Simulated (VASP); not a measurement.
Wanted: the native input for a VASP 6.6.1 run.

```
Task                   : single point
Functional             : PBE
Potentials or basis    : VASP PAW PBE potentials, release 64 (Al, B, P)
Cutoff                 : 520 eV
k mesh                 : 8 × 8 × 4
Occupations            : gaussian, width 0.02 eV
Spin                   : no spin polarisation
Dipole correction      : no
Further INCAR settings : ALGO = Normal; EDIFF = 1e-06; NBANDS = 26
```

The structure of Al3BP4 lies in POSCAR:

```
Al3BP4
1.0
    3.6886506610      0.0000000000      0.0000000000
    0.0000000000      3.6886506610      0.0000000000
    0.0000000000      0.0000000000     10.8421464561
Al B P
3 1 4
Direct
    0.5000000000      0.5000000000      0.7662545429
    0.0000000000      0.0000000000      0.5000000000
    0.5000000000      0.5000000000      0.2337454571
    0.0000000000      0.0000000000      0.0000000000
    0.0000000000      0.5000000000      0.0985813528
    0.5000000000      0.0000000000      0.9014186472
    0.0000000000      0.5000000000      0.6332547108
    0.5000000000      0.0000000000      0.3667452892
```

These files were run (other wordings do the same):

INCAR

```
SYSTEM = Al3BP4
PREC = Accurate
ENCUT = 520
EDIFF = 1E-6
ISMEAR = 0
SIGMA = 0.02
LREAL = .False.
LASPH = .True.
NELM = 100
ALGO = Normal
ISIF = 2
LWAVE = .False.
LCHARG = .False.
GGA = PE
NBANDS = 26
```

KPOINTS

```
Automatic mesh
0
Gamma
  8 8 4
  0 0 0
```

Potentials or basis: VASP PAW PBE potentials, release 64 (Al, B, P).

Launch:

```console
$ cat potpaw_PBE.64/Al/POTCAR potpaw_PBE.64/B/POTCAR potpaw_PBE.64/P/POTCAR > POTCAR
$ mpirun -np 1 vasp_std > vasp.out
```

It gave:

```json
{
  "Pressure": "-0.1 GPa",
  "Largest force": "0.010 eV/Å",
  "Band gap on the k mesh": "0.97 eV"
}
```

Wall time 72 s on 1 thread of Intel(R) Xeon(R) 6975P-C (Granite Rapids) (shared host), peak memory 0.32 GiB.
